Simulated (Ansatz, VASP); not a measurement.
This is a calculation of SiNi for Ansatz 0.2.0.

input.yaml

```yaml
crystal:
  lattice:
    - [2.9622597754, 0.0, 0.0]
    - [0.0, 3.3020501833, 0.0]
    - [0.0, 0.0, 4.7084241314]
  atoms:
    - { symbol: Ni, position: [0.5, 0.5, 0.34249559], spin: 1.0 }
    - { symbol: Ni, position: [0.0, 0.0, 0.65750441], spin: 1.0 }
    - { symbol: Si, position: [0.5, 0.5, 0.84314316] }
    - { symbol: Si, position: [0.0, 0.0, 0.15685684] }
kpoints:
  mp_grid: { grid: [9, 8, 6] }
scf:
  occupations: { method: fermi_dirac, width: 0.05 }
hamiltonian:
  xc: pbe
  pseudopotentials: { kind: all_electron, lapw: { basis_error: 0.001 } }
magnetization:
  spin_polarized: true
output:
  forces: true
  stress: true
  eigenvalues: true
```

Potentials or basis: all-electron LAPW, scalar-relativistic.

Launch:

```bash
$ ansatz run input.yaml --threads 4 --pin off --max-ram 12288MiB --backend cpu --events-out ev --progress --plain --runs-dir out
```

Question: Translate it to VASP 6.6.1. Potentials there: VASP PAW PBE potentials, release 64 (Ni, Si).

Answer: As run (the cutoff follows the program's own potentials):

INCAR

```
PREC = Accurate
ENCUT = 520
EDIFF = 1E-6
ISMEAR = -1
SIGMA = 0.05
LREAL = False
LASPH = True
NELM = 150
ALGO = Normal
ISIF = 2
LWAVE = False
LCHARG = False
ISPIN = 2
MAGMOM = 1 1 0 0
LORBIT = 11
LMAXMIX = 4
GGA = PE
NBANDS = 26
```

The input KPOINTS:

```
regular mesh
0
Gamma
  9 8 6
```

Contents of POSCAR:

```
SiNi
1.0
    2.9622597754      0.0000000000      0.0000000000
    0.0000000000      3.3020501833      0.0000000000
    0.0000000000      0.0000000000      4.7084241314
Ni Si
2 2
Direct
    0.5000000000      0.5000000000      0.3424955900
    0.0000000000      0.0000000000      0.6575044100
    0.5000000000      0.5000000000      0.8431431600
    0.0000000000      0.0000000000      0.1568568400
```

Potentials or basis: VASP PAW PBE potentials, release 64 (Ni, Si).

Launch:

```console
$ cat potpaw_PBE.64/Ni/POTCAR potpaw_PBE.64/Si/POTCAR > POTCAR
$ mpirun -np 1 vasp_std > vasp.out
```

Both were run:

|  | VASP | Ansatz | Ansatz less VASP |
| --- | --- | --- | --- |
| gap on the k mesh at the Fermi level (eV) | none | none | - |
| pressure (GPa) | 2.8 | 2.7 | -0.10 |
| traceless stress, the component that is largest in VASP (GPa) | -0.79 | -0.98 | -0.188 |
| rms of the force components (eV/Å) | 0.006 | 0.007 | +0.0007 |
| net moment per atom (μB) | 0.00 | 0.00 | 0.000 |

Atom by atom the forces differ by 0.003 eV/Å (rms over components). A gap of «none» marks a metal or a gap that the smearing closes. Ansatz ran all-electron here, and VASP with PAW potentials.
